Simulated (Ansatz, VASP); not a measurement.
**Two plane-wave programs on Ge4N**

```
Ge N
1.0
     4.34661    0.00000    0.00000
     0.00000    4.34661    0.00000
     0.00000    0.00000    4.70820
Ge N
4 1
Cartesian
  2.1733 0.0000 3.0229
  0.0000 2.1733 3.0229
  2.1733 0.0000 1.2173
  0.0000 2.1733 1.2173
  2.1733 2.1733 0.3912
```

Alike in both runs: task single point; functional PBE; k mesh 4 × 4 × 4; occupations gaussian, width 0.1 eV; no spin polarisation.

```csv
,VASP,Ansatz
version,VASP 6.6.1,Ansatz 0.2.0
potentials or method,"VASP PAW PBE potentials, release 64 (Ge_d, N), cutoff 520 eV","scalar-relativistic, plane waves, PAW"
valence electrons in the cell,61,61
```

|  | VASP | Ansatz | Ansatz less VASP |
| --- | --- | --- | --- |
| gap on the k mesh at the Fermi level (eV) | none | none | - |
| rms of the force components (eV/Å) | 10.726 | 9.880 | -0.8453 |

Atom by atom the forces differ by 0.846 eV/Å (rms over components). A gap of «none» marks a metal or a gap that the smearing closes.

The k mesh is coarse, so the values compare programs but aren't converged.
